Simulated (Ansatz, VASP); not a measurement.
# Co: VASP beside Ansatz

```xyz
1
Lattice="2.3472 0.0000 0.0000 -1.1736 2.0327 0.0000 0.0000 0.0000 23.8000" Properties=species:S:1:pos:R:3 pbc="T T T"
Co    0.0000    0.0000    7.0001
```

Alike in both runs: task single point; functional PBE; k mesh 13 × 13 × 1; occupations fermi-dirac, width 0.05 eV; collinear spin.

```csv
,VASP,Ansatz
version,VASP 6.6.1,Ansatz 0.2.0
potentials or method,"VASP PAW PBE potentials, release 64 (Co), cutoff 520 eV","all-electron LAPW, scalar-relativistic"
```

VASP gave:

```
gap on the k mesh at the Fermi level (eV)                     : none
net moment per atom (μB)                                      : 1.72
size of the moment on the site where the two differ most (μB) : 1.77
```

Q: What did Ansatz give for the same quantities?

A: gap on the k mesh at the Fermi level (eV): none; net moment per atom (μB): 1.72; size of the moment on the site where the two differ most (μB): 1.81.

Site moments also hang on the region over which each program counts them. A gap of «none» marks a metal or a gap that the smearing closes. Ansatz ran all-electron here, and VASP with PAW potentials.
